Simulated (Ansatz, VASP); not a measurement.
# Two plane-wave programs on Na

The input INCAR:

```
SYSTEM = Na
PREC     = Accurate       ! precision mode
ENCUT    = 520            ! plane-wave cutoff, eV
EDIFF    = 1E-7           ! SCF threshold, eV
ISMEAR   = 0              ! smearing method
SIGMA    = 0.15           ! smearing width, eV
LREAL    = .False.        ! projectors in reciprocal space
LASPH    = .True.         ! aspherical terms in the spheres
NELM     = 80             ! most SCF steps
ALGO     = Fast           ! electronic algorithm
ISIF     = 2              ! what is computed and relaxed
LWAVE    = .False.        ! write WAVECAR
LCHARG   = .True.         ! write CHGCAR
GGA      = PE             ! functional
LELF     = .True.         ! ELF
LVHAR    = .True.       
NBANDS   = 10             ! bands
```

The input KPOINTS:

```
regular mesh
0
Gamma
  16 16 16
  0 0 0
```

File POSCAR:

```
Na
1.0
   -2.0539750000      2.0539750000      2.1175000000
    2.0539750000     -2.0539750000      2.1175000000
    2.0539750000      2.0539750000     -2.1175000000
Na
1
Direct
    0.0000000000      0.0000000000      0.0000000000
```

Input for Ansatz:

```yaml
crystal:
  lattice:
    - [-2.053975, 2.053975, 2.1175]
    - [2.053975, -2.053975, 2.1175]
    - [2.053975, 2.053975, -2.1175]
  atoms:
    - { symbol: Na, position: [0.0, 0.0, 0.0] }
basis:
  ecutwfc: 420
kpoints:
  mp_grid: { grid: [16, 16, 16] }
hamiltonian:
  xc: pbe
scf:
  occupations: { method: gaussian, width: 0.15 }
output:
  forces: true
  stress: true
  eigenvalues: true
```

Change from the starting cell: strain -0.030 along x and y, +0.000 along z, atoms carried along.

Alike in both runs: task single point; functional PBE; k mesh 16 × 16 × 16; occupations gaussian, width 0.15 eV; no spin polarisation.

|  | VASP | Ansatz |
| --- | --- | --- |
| version | VASP 6.6.1 | Ansatz 0.2.0 |
| potentials or method | VASP PAW PBE potentials, release 64 (Na_pv), cutoff 520 eV | scalar-relativistic, plane waves, PAW |
| valence electrons in the cell | 7 | 9 |

```csv
,VASP,Ansatz,Ansatz less VASP
gap on the k mesh at the Fermi level (eV),none,none,-
pressure (GPa),0.3,0.3,+0.01
```

A gap of «none» marks a metal or a gap that the smearing closes. With one functional, cell and mesh, what is left measures potentials, basis and numerics. VASP's potentials hold 7 valence electrons a cell and Ansatz's 9, so a difference there can come from the potentials and not from the codes.
